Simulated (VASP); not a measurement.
Write the native input for VASP 6.6.1 that does the following.

```yaml
Task: single point
Functional: LDA
Potentials_or_basis: VASP PAW LDA potentials, release 64 (Zr_sv)
Cutoff: 520 eV
k_mesh: 12 × 12 × 12
Occupations: fermi-dirac, width 0.08 eV
Spin: no spin polarisation
Dipole_correction: no
Further_INCAR_settings: ALGO = Normal; EDIFF = 1e-06; NBANDS = 19
```

The structure of Zr lies in POSCAR:

```
Zr
1.0
    0.0000000000      2.4010079427      2.4010079427
    2.4010079427      0.0000000000      2.4010079427
    2.4010079427      2.4010079427      0.0000000000
Zr
2
Direct
   -0.1250000000     -0.1250000000     -0.1250000000
    0.1250000000      0.1250000000      0.1250000000
```

This cell differs from its parent crystal: volume scaled by 0.5.

One way to write it, as run:

INCAR

```
  ALGO = Normal
  EDIFF = 1E-6
  ENCUT = 520
  GGA = CA
  ISIF = 2
  ISMEAR = -1
  LASPH = True
  LCHARG = True
  LELF = True
  LREAL = False
  LVHAR = True
  LWAVE = False
  NBANDS = 19
  NELM = 100
  PREC = Accurate
  SIGMA = 0.08
```

KPOINTS

```
k-points
0
Gamma
  12 12 12
```

Potentials or basis: VASP PAW LDA potentials, release 64 (Zr_sv).

Run with:

```bash
$ cat potpaw_LDA.64/Zr_sv/POTCAR > POTCAR
$ mpirun -np 1 vasp_std > vasp.out
```

It gave:

| Property | Result |
| --- | --- |
| Pressure | 161.4 GPa |
| Band gap on the k mesh | zero (band 12 reaches 17.75 eV, above the bottom of band 13 at 14.13 eV) |

Wall time 66 s on 1 thread of Intel Xeon 8259CL, on a shared host, peak memory 0.16 GiB.
